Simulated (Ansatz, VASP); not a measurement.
## One calculation of NaSr2Sn3, two programs

```
CELL_PARAMETERS angstrom
6.81367 0.00000 0.00000
-3.40684 5.90081 0.00000
0.00000 0.00000 3.83031
ATOMIC_POSITIONS crystal
Na 0.00000 0.00000 0.00000
Sr 0.33333 0.66667 0.00000
Sr 0.66667 0.33333 0.00000
Sn 0.50000 0.00000 0.50000
Sn 0.50000 0.50000 0.50000
Sn 0.00000 0.50000 0.50000
```

Change from the starting cell: species swapped into the LaB2Ir3 type (P6/mmm, No. 191).

Alike in both runs: task relaxation of cell and atoms; functional PBE; k mesh 3 × 3 × 4; occupations gaussian, width 0.1 eV; no spin polarisation.

```csv
,VASP,Ansatz
version,VASP 6.6.1,Ansatz 0.2.0
potentials or method,"VASP PAW PBE potentials, release 64 (Na_pv, Sr_sv, Sn_d), cutoff 600 eV","scalar-relativistic, plane waves, PAW"
valence electrons in the cell,69,71
```

Ansatz gave:

```
gap on the k mesh at the Fermi level, each at its own relaxed structure (eV) : none
relaxed volume (Å³/atom)                                                     : 37.63
relaxed length of the cell vector where the two differ most in proportion (Å)              : 6.921
```

Question: Estimate VASP's values.

Answer: gap on the k mesh at the Fermi level, each at its own relaxed structure (eV): none; relaxed volume (Å³/atom): 37.23; relaxed length of the cell vector where the two differ most in proportion (Å): 6.883.

A gap of «none» marks a metal or a gap that the smearing closes. VASP's potentials hold 69 valence electrons a cell and Ansatz's 71, so a difference there can come from the potentials and not from the codes.

The k mesh is coarse, so the values compare programs but aren't converged. Noted on VASP's run: the volume moved by over 15 % at a fixed basis, so the end points are rough.
